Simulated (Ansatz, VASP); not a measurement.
Na in VASP and in Ansatz

```
CELL_PARAMETERS angstrom
-2.09729 2.09729 2.09729
2.09729 -2.09729 2.09729
2.09729 2.09729 -2.09729
ATOMIC_POSITIONS crystal
Na 0.00000 0.00000 0.00000
```

Change from the starting cell: volume scaled by 0.94.

Alike in both runs: task single point; functional b88 exchange, pbe correlation; k mesh 9 × 9 × 9; occupations fermi-dirac, width 0.05 eV; collinear spin.

|  | VASP | Ansatz |
| --- | --- | --- |
| version | VASP 6.6.1 | Ansatz 0.2.0 |
| potentials or method | VASP PAW PBE potentials, release 64 (Na_pv), cutoff 500 eV | all-electron LAPW, scalar-relativistic |

|  | VASP | Ansatz | Ansatz less VASP |
| --- | --- | --- | --- |
| gap on the k mesh at the Fermi level (eV) | none | none | - |
| pressure (GPa) | 0.3 | 0.3 | +0.02 |
| net moment per atom (μB) | 0.00 | 0.00 | 0.000 |

VASP's potentials were made for PBE, not for b88 exchange, pbe correlation. A gap of «none» marks a metal or a gap that the smearing closes. Ansatz ran all-electron here, and VASP with PAW potentials.
